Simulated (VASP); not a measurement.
The system is KZnF3.

```
CELL_PARAMETERS angstrom
4.04617 0.00000 0.00000
0.00000 4.04617 0.00000
0.00000 0.00000 4.04617
ATOMIC_POSITIONS crystal
K 0.00000 0.00000 0.00000
Zn 0.50000 0.50000 0.50000
F 0.50000 0.50000 0.00000
F 0.00000 0.50000 0.50000
F 0.50000 0.00000 0.50000
```

Base run:

| Item | Value |
| --- | --- |
| Program | VASP 6.6.1 |
| Functional | r2SCAN |
| Potentials or basis | VASP PAW PBE potentials, release 64 (K_sv, Zn, F) |
| Cutoff | 520 eV |
| k mesh | 6 × 6 × 6 |
| Occupations | gaussian, width 0.01 eV |
| Spin | no spin polarisation |

Its results: band gap on the k mesh 4.59 eV, indirect (least direct gap 6.59 eV).

Task: The run is repeated on the same cell with these changes: functional from r2SCAN to PBE; further incar settings from ALGO = Normal; EDIFF = 1e-06; NBANDS = 29 to ALGO = Normal; EDIFF = 1e-08. What comes out?

Result: Band gap on the k mesh 3.80 eV, indirect (least direct gap 5.67 eV).

A k mesh can miss the band edges.
